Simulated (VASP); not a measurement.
# TiO2 (P4_2/mnm) in VASP: single point with PBE

Aim: the single point of TiO2 with PBE.

All numbers are computed with VASP 6.6.1; they aren't measurements. Logs are shortened: lines on timing, memory, paths and dates and some standing lists are left out, and cuts for length are marked.

## 1. The cell of the first run

Symmetry: P4_2/mnm, No. 136, tetragonal system. The conventional cell has a = 4.592 Å, b = 4.592 Å, c = 2.957 Å, α = 90.00°, β = 90.00°, γ = 90.00°. Ti (site symmetry mmm) has 6 O at 1.95 to 1.98 Å within 2.6 Å. O (site symmetry m2m) has 3 Ti at 1.95 to 1.98 Å and 1 O at 2.53 Å within 2.6 Å.

## 2. Single point, PBE

Input file INCAR:

```
SYSTEM = TiO2
PREC = Accurate
ENCUT = 520
EDIFF = 1E-6
ISMEAR = 0
SIGMA = 0.05
LREAL = Auto
LASPH = .TRUE.
NELM = 60
ALGO = Normal
ISIF = 2
LWAVE = .FALSE.
LCHARG = .TRUE.
GGA = PE
LELF = .TRUE.
LVHAR = .TRUE.
NBANDS = 222
```

Input file KPOINTS:

```
Automatic mesh
0
G
  2 2 1
  0 0 0
```

Input file POSCAR:

```
TiO2
1.0
   -4.5922000000     -4.5922000000      2.9574000000
   -4.5922000000      4.5922000000      2.9574000000
   -9.1844000000      0.0000000000     -5.9148000000
Ti O
16 32
Direct
    0.0000000000      0.0000000000      0.0000000000
    0.2500000000      0.2500000000      0.7500000000
    0.5000000000      0.5000000000      0.0000000000
    0.5000000000      0.5000000000      0.5000000000
    0.7500000000      0.7500000000      0.2500000000
    0.7500000000      0.7500000000      0.7500000000
    0.0000000000      0.0000000000      0.5000000000
    0.2500000000      0.2500000000      0.2500000000
    0.0000000000      0.5000000000      0.0000000000
    0.2500000000      0.7500000000      0.7500000000
    0.5000000000      0.0000000000      0.5000000000
    0.5000000000      0.0000000000      0.0000000000
    0.7500000000      0.2500000000      0.7500000000
    0.7500000000      0.2500000000      0.2500000000
    0.0000000000      0.5000000000      0.5000000000
    0.2500000000      0.7500000000      0.2500000000
    0.7712800000      0.0762400000      0.9237600000
    0.0212800000      0.3262400000      0.6737600000
    0.2712800000      0.5762400000      0.9237600000
    0.2712800000      0.5762400000      0.4237600000
    0.5212800000      0.8262400000      0.1737600000
    0.5212800000      0.8262400000      0.6737600000
    0.7712800000      0.0762400000      0.4237600000
    0.0212800000      0.3262400000      0.1737600000
    0.1737600000      0.9787200000      0.8262400000
    0.4237600000      0.2287200000      0.5762400000
    0.6737600000      0.4787200000      0.8262400000
    0.6737600000      0.4787200000      0.3262400000
    0.9237600000      0.7287200000      0.0762400000
    0.9237600000      0.7287200000      0.5762400000
    0.1737600000      0.9787200000      0.3262400000
    0.4237600000      0.2287200000      0.0762400000
    0.9787200000      0.6737600000      0.8262400000
    0.2287200000      0.9237600000      0.5762400000
    0.4787200000      0.1737600000      0.3262400000
    0.4787200000      0.1737600000      0.8262400000
    0.7287200000      0.4237600000      0.5762400000
    0.7287200000      0.4237600000      0.0762400000
    0.9787200000      0.6737600000      0.3262400000
    0.2287200000      0.9237600000      0.0762400000
    0.0762400000      0.2712800000      0.9237600000
    0.3262400000      0.5212800000      0.6737600000
    0.5762400000      0.7712800000      0.9237600000
    0.5762400000      0.7712800000      0.4237600000
    0.8262400000      0.0212800000      0.1737600000
    0.8262400000      0.0212800000      0.6737600000
    0.0762400000      0.2712800000      0.4237600000
    0.3262400000      0.5212800000      0.1737600000
```

Potentials or basis: VASP PAW PBE potentials, release 64 (Ti_sv, O).

Command:

```sh
$ cat potpaw_PBE.64/Ti_sv/POTCAR potpaw_PBE.64/O/POTCAR > POTCAR
$ mpirun -np 1 vasp_std > vasp.out
```

OUTCAR:

```text
SYSTEM = TiO2
   PREC = Accurate
   ENCUT = 520
   EDIFF = 1E-6
   ISMEAR = 0
   LREAL = Auto
   LASPH = .TRUE.
   NELM = 60
   ISIF = 2
   GGA = PE

 ion  position               nearest neighbor table
   1  0.000  0.000  0.000-  29 1.95  41 1.95  25 1.95  45 1.95  17 1.98  40 1.98
   2  0.250  0.250  0.750-  25 1.95  42 1.95  41 1.95  26 1.95  18 1.98  36 1.98
   3  0.500  0.500  0.000-  32 1.95  43 1.95  27 1.95  48 1.95  19 1.98  38 1.98
   4  0.500  0.500  0.500-  26 1.95  44 1.95  42 1.95  28 1.95  20 1.98  37 1.98
   5  0.750  0.750  0.250-  28 1.95  45 1.95  44 1.95  29 1.95  21 1.98  39 1.98
   6  0.750  0.750  0.750-  27 1.95  46 1.95  43 1.95  30 1.95  22 1.98  33 1.98
[... 8 lines left out ...]
  15  0.000  0.500  0.500-  20 1.95  37 1.95  18 1.95  39 1.95  30 1.98  47 1.98
  16  0.250  0.750  0.250-  21 1.95  39 1.95  20 1.95  40 1.95  31 1.98  48 1.98
  17  0.771  0.076  0.924-  12 1.95  13 1.95   1 1.98
  18  0.021  0.326  0.674-  13 1.95  15 1.95   2 1.98
  19  0.271  0.576  0.924-   9 1.95  10 1.95   3 1.98
  20  0.271  0.576  0.424-  15 1.95  16 1.95   4 1.98
  21  0.521  0.826  0.174-  16 1.95  12 1.95   5 1.98
  22  0.521  0.826  0.674-  10 1.95  11 1.95   6 1.98
[... 24 lines left out ...]
  47  0.076  0.271  0.424-   7 1.95   8 1.95  15 1.98
  48  0.326  0.521  0.174-   8 1.95   3 1.95  16 1.98

  LATTYP: Found a base centered monoclinic cell.
 ALAT       =    10.9241961901
 B/A-ratio  =     0.8407392032
 C/A-ratio  =     1.0000000000
 COS(beta)  =    -0.4136848154

  Lattice vectors:

 A1 = (   4.5922000000,   4.5922000000,  -2.9574000000)
 A2 = (   4.5922000000,  -4.5922000000,  -2.9574000000)
 A3 = (  -9.1844000000,   0.0000000000,  -5.9148000000)

Analysis of symmetry for initial positions (statically):
=====================================================================
 Subroutine PRICEL returns following result:

  LATTYP: Found a simple tetragonal cell.
 ALAT       =     4.5922000000
 C/A-ratio  =     0.6440050520

  Lattice vectors:

 A1 = (   0.0000000000,   4.5922000000,   0.0000000000)
 A2 = (  -4.5922000000,   0.0000000000,   0.0000000000)
 A3 = (   0.0000000000,   0.0000000000,   2.9574000000)

   8 primitive cells build up your supercell.

 Routine SETGRP: Setting up the symmetry group for a
 base centered monoclinic supercell.

 Subroutine GETGRP returns: Found  4 space group operations
 (whereof  2 operations were pure point group operations)
 out of a pool of  4 trial point group operations.

The static configuration has the point symmetry S_2 .
 The point group associated with its full space group is C_2h.

Analysis of symmetry for dynamics (positions and initial velocities):
=====================================================================
 Subroutine PRICEL returns following result:

  LATTYP: Found a simple tetragonal cell.
 ALAT       =     4.5922000000
 C/A-ratio  =     0.6440050520

  Lattice vectors:

 A1 = (   0.0000000000,   4.5922000000,   0.0000000000)
 A2 = (  -4.5922000000,   0.0000000000,   0.0000000000)
 A3 = (   0.0000000000,   0.0000000000,   2.9574000000)

   8 primitive cells build up your supercell.

 Routine SETGRP: Setting up the symmetry group for a
 base centered monoclinic supercell.

 Subroutine GETGRP returns: Found  4 space group operations
 (whereof  2 operations were pure point group operations)
 out of a pool of  4 trial point group operations.

The dynamic configuration has the point symmetry S_2 .
 The point group associated with its full space group is C_2h.

 Subroutine INISYM returns: Found  4 space group operations
 (whereof  2 operations are pure point group operations),
 and found     8 'primitive' translations

----------------------------------------------------------------------------------------

                                     Primitive cell

  volume of cell :      62.3665

  direct lattice vectors                    reciprocal lattice vectors
     0.000000000  4.592200000  0.000000000     0.000000000  0.217760550  0.000000000
    -4.592200000  0.000000000  0.000000000    -0.217760550  0.000000000  0.000000000
     0.000000000  0.000000000  2.957400000     0.000000000  0.000000000  0.338134848

  length of vectors
     4.592200000  4.592200000  2.957400000     0.217760550  0.217760550  0.338134848

  position of ions in fractional coordinates (direct lattice)
     0.000000000  0.000000000  0.000000000
     0.500000000  0.500000000  0.500000000
     0.304960000  0.695040000  1.000000000
     0.804960000  0.804960000  0.500000000
     0.695040000  0.304960000  0.000000000
     0.195040000  0.195040000  0.500000000

  ion indices of the primitive-cell ions
   primitive index   ion index
                 1           1
                 2          16
                 3          17
                 4          25
                 5          40
                 6          45

----------------------------------------------------------------------------------------

 KPOINTS: Automatic mesh

Automatic generation of k-mesh.
 Grid dimensions read from file:
 generate k-points for:    2    2    1

 Generating k-lattice:

  Cartesian coordinates                     Fractional coordinates (reciprocal lattice)
    -0.027220069 -0.054440138  0.042266856     0.500000000  0.000000000  0.000000000
    -0.027220069  0.054440138  0.042266856     0.000000000  0.500000000  0.000000000
    -0.054440138  0.000000000 -0.084533712     0.000000000  0.000000000  1.000000000

  Length of vectors
     0.074102280  0.074102280  0.100546890

  Shift w.r.t. Gamma in fractional coordinates (k-lattice)
     0.000000000  0.000000000  0.000000000

 Subroutine IBZKPT returns following result:
 ===========================================

 Found      3 irreducible k-points:

 Following reciprocal coordinates:
            Coordinates               Weight
  0.000000  0.000000  0.000000      1.000000
  0.500000  0.000000 -0.000000      2.000000
  0.500000  0.500000 -0.000000      1.000000
   k-points           NKPTS =      3   k-points in BZ     NKDIM =      3   number of bands    NBANDS=    222
   number of dos      NEDOS =    301   number of ions     NIONS =     48
   total plane-waves  NPLWV = 244944
   dimension x,y,z NGX =    54 NGY =   54 NGZ =   84
   dimension x,y,z NGXF=   108 NGYF=  108 NGZF=  168
   ions per type =              16  32
   NGX,Y,Z   is equivalent  to a cutoff of  12.58, 12.58, 12.78 a.u.
   NGXF,Y,Z  is equivalent  to a cutoff of  25.16, 25.16, 25.57 a.u.
 SYSTEM =  TiO2
   PREC   = accura    normal or accurate (medium, high low for compatibility)
   ISTART =      0    job   : 0-new  1-cont  2-samecut
   ICHARG =      2    charge: 1-file 2-atom 10-const
   ISPIN  =      1    spin polarized calculation?
   LNONCOLLINEAR =      F non collinear calculations
   LSORBIT =      F    spin-orbit coupling
   LASPH  =      T    aspherical Exc in radial PAW
   ENCUT  =  520.0 eV  38.22 Ry    6.18 a.u.  13.27 13.27 20.31*2*pi/ulx,y,z
   NELM   =     60;   NELMIN=  2; NELMDL= -5     # of ELM steps
   EDIFF  = 0.1E-05   stopping-criterion for ELM
   LREAL  =      T    real-space projection
   EDIFFG = 0.1E-04   stopping-criterion for IOM
   NSW    =      0    number of steps for IOM
   IBRION =     -1    ionic relax: 0-MD 1-quasi-New 2-CG
   NFREE  =      0    steps in history (QN), initial steepest desc. (CG)
   ISIF   =      2    stress and relaxation
   ISYM   =      2    0-nonsym 1-usesym 2-fastsym
   POTIM  = 0.5000    time-step for ionic-motion
   TEBEG  =    0.0;   TEEND  =   0.0 temperature during run
   PSTRESS=    0.0 pullay stress
   NELECT =     384.0000    total number of electrons
   NUPDOWN=      -1.0000    fix difference up-down
   EMIN   =  10.00;   EMAX   =-10.00  energy-range for DOS
   EFERMI =   0.00;   METHOD = LEGACY
   ISMEAR =     0;   SIGMA  =   0.05  broadening in eV -4-tet -1-fermi 0-gaus
   EFERMI_NEDOS =   21; number of points for ismear=-14 and -15
   IALGO  =     38    algorithm
   IMIX   =      4    mixing-type and parameters
     AMIX     =   0.40;   BMIX     =  1.00
     AMIX_MAG =   1.60;   BMIX_MAG =  1.00
  volume/ion in A,a.u.               =      10.39        70.15
  Fermi-wavevector in a.u.,A,eV,Ry     =   1.500277  2.835112 30.624403  2.250830
  Thomas-Fermi vector in A             =   2.611798
   LORBIT       =      0    0 simple, 1 ext, 2 COOP (PROOUT), +10 PAW based schemes
   GGA     = PE    functional components
   LHFCALC =     F    Hartree Fock is set to
   AEXX    =    0.0000 exact exchange contribution
   IVDW    =     0    specifies the selected vdW correction
   LEPSILON=     F    determine dielectric tensor
   LRPA    =     F    only Hartree local field effects (RPA)
 non-spin polarized calculation
 Gauss-broadening in eV      SIGMA  =   0.05
  energy-cutoff  :      520.00
  volume of cell :      498.93
 maximum number of plane-waves:     13473
 NGX is ok and might be reduce to    54
   NGX = 27   NGY = 27   NGZ = 41

 number of electron     383.9999934 magnetization

 Free energy of the ion-electron system (eV)
  ---------------------------------------------------
  ext. energy  EPLUGINS =         0.00000000
  ---------------------------------------------------
  free energy    TOTEN  =      -428.97008238 eV

  energy without entropy =     -428.97008238  energy(sigma->0) =     -428.97008238

 E-fermi :   5.1906     XC(G=0): -11.4168

 val. band max:        4.8663426709   @ k =   0.0000   0.0000   0.0000
 cond. band min:       6.7246175049   @ k =   0.0000   0.0000   0.0000
 fundamental gap:      1.8582748340
 Fermi energy:         5.1906137706

 k-point     1 :       0.0000    0.0000    0.0000
  band No.  band energies     occupation
      1     -52.0634      2.00000
      2     -52.0547      2.00000
      3     -52.0547      2.00000
      4     -52.0462      2.00000
      5     -52.0390      2.00000
      6     -52.0390      2.00000
[... 196 lines left out ...]
    203       7.2590      0.00000
    204       7.3482      0.00000

 k-point     2 :       0.5000    0.0000   -0.0000
  band No.  band energies     occupation
      1     -52.0541      2.00000
      2     -52.0541      2.00000
      3     -52.0510      2.00000
      4     -52.0510      2.00000
      5     -52.0467      2.00000
      6     -52.0467      2.00000
[... 196 lines left out ...]
    203       7.4531      0.00000
    204       7.4531      0.00000

 k-point     3 :       0.5000    0.5000   -0.0000
  band No.  band energies     occupation
      1     -52.0548      2.00000
      2     -52.0548      2.00000
      3     -52.0548      2.00000
      4     -52.0548      2.00000
      5     -52.0390      2.00000
      6     -52.0390      2.00000
[... 196 lines left out ...]
    203       7.5125      0.00000
    204       7.5125      0.00000
 [bands above 204 left out]

------------------------ aborting loop because EDIFF is reached ----------------------------------------

  FORCE on cell =-STRESS in cart. coord.  units (eV):
  Direction    XX          YY          ZZ          XY          YZ          ZX
  --------------------------------------------------------------------------------------
  -------------------------------------------------------------------------------------
  Total       20.2601805     19.7731367     17.7810165      0.0000000      0.0000000      0.2910610
  in kB       65.0597289     63.4957279     57.0986084      0.0000000      0.0000000      0.9346586
  external PRESSURE =      61.8846884 kB  Pullay stress =       0.0000000 kB

 VOLUME and BASIS-vectors are now :
 -----------------------------------------------------------------------------
  energy-cutoff  :      520.00
  volume of cell :      498.93
      direct lattice vectors                 reciprocal lattice vectors
    -4.592200000 -4.592200000  2.957400000    -0.054440138 -0.108880275  0.084533712
    -4.592200000  4.592200000  2.957400000    -0.054440138  0.108880275  0.084533712
    -9.184400000  0.000000000 -5.914800000    -0.054440138  0.000000000 -0.084533712

 POSITION                                       TOTAL-FORCE (eV/Angst)
 -----------------------------------------------------------------------------------
      0.00000      0.00000      0.00000        -0.000000     -0.000000     -0.000000
     -9.18440      0.00000     -2.95740        -0.000000     -0.000000     -0.000000
     -4.59220      0.00000      2.95740        -0.000000     -0.000000     -0.000000
     -9.18440      0.00000      0.00000        -0.000000     -0.000000     -0.000000
     -9.18440      0.00000      2.95740        -0.000000     -0.000000     -0.000000
    -13.77660      0.00000      0.00000        -0.000000     -0.000000     -0.000000
[... 40 lines left out ...]
     -5.48786      0.89566     -1.47870        -0.077294      0.072441      0.000880
     -5.48786      0.89566      1.47870        -0.077294      0.072441      0.000880
 -----------------------------------------------------------------------------------
    total drift:                               -0.000000     -0.000000      0.000000

  FREE ENERGIE OF THE ION-ELECTRON SYSTEM (eV)
  ---------------------------------------------------
  free  energy   TOTEN  =      -428.9700823849 eV

  energy  without entropy=     -428.9700823849  energy(sigma->0) =     -428.97008238
```

Run time: 8.5 min. Hardware: 1 thread of AMD EPYC 9R45 (Zen 5), shared host; peak memory 0.61 GiB.

Results:

- Free energy: -428.9701 eV
- Pressure: 6.2 GPa
- Largest force: 0.106 eV/Å
- Band gap on the k mesh: 1.86 eV

Forces in eV/Å, atoms in the order of the input:
```
Ti   0.000  0.000  0.000
Ti   0.000  0.000  0.000
Ti   0.000  0.000  0.000
Ti   0.000  0.000  0.000
Ti   0.000  0.000  0.000
Ti   0.000  0.000  0.000
Ti   0.000  0.000  0.000
Ti   0.000  0.000  0.000
Ti   0.000  0.000  0.000
Ti   0.000  0.000  0.000
Ti   0.000  0.000  0.000
Ti   0.000  0.000  0.000
Ti   0.000  0.000  0.000
Ti   0.000  0.000  0.000
Ti   0.000  0.000  0.000
Ti   0.000  0.000  0.000
O   -0.077 -0.072  0.001
O   -0.077 -0.072  0.001
O   -0.077 -0.072  0.001
O   -0.077 -0.072  0.001
O   -0.077 -0.072  0.001
O   -0.077 -0.072  0.001
O   -0.077 -0.072  0.001
O   -0.077 -0.072  0.001
O    0.077 -0.072 -0.001
O    0.077 -0.072 -0.001
O    0.077 -0.072 -0.001
O    0.077 -0.072 -0.001
O    0.077 -0.072 -0.001
O    0.077 -0.072 -0.001
O    0.077 -0.072 -0.001
O    0.077 -0.072 -0.001
O    0.077  0.072 -0.001
O    0.077  0.072 -0.001
O    0.077  0.072 -0.001
O    0.077  0.072 -0.001
O    0.077  0.072 -0.001
O    0.077  0.072 -0.001
O    0.077  0.072 -0.001
O    0.077  0.072 -0.001
O   -0.077  0.072  0.001
O   -0.077  0.072  0.001
O   -0.077  0.072  0.001
O   -0.077  0.072  0.001
O   -0.077  0.072  0.001
O   -0.077  0.072  0.001
O   -0.077  0.072  0.001
O   -0.077  0.072  0.001
```

Levels at points of the mesh, in eV from the valence-band top:
```tsv
k point	band 188	band 189	band 190	band 191	band 192	band 193	band 194	band 195	band 196	band 197
(0.00, 0.00, 0.00)	-0.53	-0.53	-0.44	-0.44	0.00	1.86	1.90	1.90	1.90	1.90
(0.50, 0.00, 0.00)	-0.86	-0.77	-0.77	-0.40	-0.40	2.10	2.10	2.12	2.12	2.28
(0.50, 0.50, 0.00)	-0.75	-0.67	-0.67	-0.53	-0.53	2.18	2.18	2.54	2.54	2.54
```

Caveat: the k points lie up to 0.63 Å⁻¹ apart. A k mesh can miss the band edges.
